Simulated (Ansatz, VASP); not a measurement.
Two plane-wave programs on Tl

File INCAR:

```
PREC = Accurate ; ENCUT = 600
EDIFF = 1E-6 ; ISMEAR = -1
SIGMA = 0.08 ; LREAL = False
LASPH = True ; NELM = 100
ALGO = Normal ; ISIF = 3
LWAVE = False ; LCHARG = False
GGA = PE ; IBRION = 2
NSW = 100 ; EDIFFG = -0.005
```

KPOINTS

```
regular mesh
0
Gamma
  13 13 13
```

File POSCAR:

```
Tl
1.0
    3.2195088072      0.0000000000      0.0000000000
    0.0000000000      3.2195088072      0.0000000000
    0.0000000000      0.0000000000      3.2195088072
Tl
1
Direct
    0.0000000000      0.0000000000      0.0000000000
```

Input for Ansatz:

```yaml
crystal:
  lattice:
    - [3.2195088072, 0.0, 0.0]
    - [0.0, 3.2195088072, 0.0]
    - [0.0, 0.0, 3.2195088072]
  atoms:
    - { symbol: Tl, position: [0.0, 0.0, 0.0] }
kpoints:
  mp_grid: { grid: [13, 13, 13] }
scf:
  occupations: { method: fermi_dirac, width: 0.08 }
hamiltonian:
  xc: pbe
  pseudopotentials: { kind: paw }
output:
  forces: true
  stress: true
relax:
  f_tol: 0.005
  max_steps: 80
  cell: {}
```

Alike in both runs: task relaxation of cell and atoms; functional PBE; k mesh 13 × 13 × 13; occupations fermi-dirac, width 0.08 eV; no spin polarisation.

```csv
,VASP,Ansatz
version,VASP 6.6.1,Ansatz 0.2.0
potentials or method,"VASP PAW PBE potentials, release 64 (Tl_d)","PAW with Ansatz's default frozen-core files, scalar-relativistic"
plane-wave cutoff (eV),600,420
valence electrons in the cell,13,13
```

|  | VASP | Ansatz | Ansatz less VASP |
| --- | --- | --- | --- |
| relaxed volume (Å³/atom) | 34.36 | 34.36 | +0.004 |
| relaxed cell length with the largest relative difference (Å) | 3.251 | 3.251 | +0.0001 |

Spin-orbit coupling is off throughout.
